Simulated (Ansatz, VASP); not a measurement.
# Sr: VASP beside Ansatz

```xyz
2
Lattice="-2.8100 2.8600 1.5250 2.8100 -2.8600 1.5250 2.8100 2.8600 -1.5250" Properties=species:S:1:pos:R:3 pbc="T T T"
Sr    0.0000    1.4300    0.3812
Sr    2.8100    1.4300    1.1438
```

Change from the starting cell: shortest bond scaled by 1, PAW files.

Alike in both runs: task electric field gradients; functional LDA; k mesh 11 × 11 × 11; occupations fermi-dirac, width 0.05 eV; no spin polarisation.

|  | VASP | Ansatz |
| --- | --- | --- |
| version | VASP 6.6.1 | Ansatz 0.2.0 |
| potentials or method | VASP PAW LDA potentials, release 64 (Sr_sv) | PAW with Ansatz's default frozen-core files, scalar-relativistic |
| plane-wave cutoff (eV) | 520 | 420 |
| valence electrons in the cell | 20 | 20 |

Ansatz gave:

- pressure (GPa): 22.2
- traceless stress, the component that is largest in VASP (GPa): -1.66
- rms of the force components (eV/Å): 0.003
- size of Vzz on the site where it differs most (V/Å²): 64.7

Which values does VASP return?

Pressure (GPa): 22.7; traceless stress, the component that is largest in VASP (GPa): -1.69; rms of the force components (eV/Å): 0.004; size of Vzz on the site where it differs most (V/Å²): 63.7.

LDA's correlation is that of Perdew and Zunger in VASP and of Perdew and Wang (1992) in Ansatz. Atom by atom the forces differ by 0.001 eV/Å (rms over components).
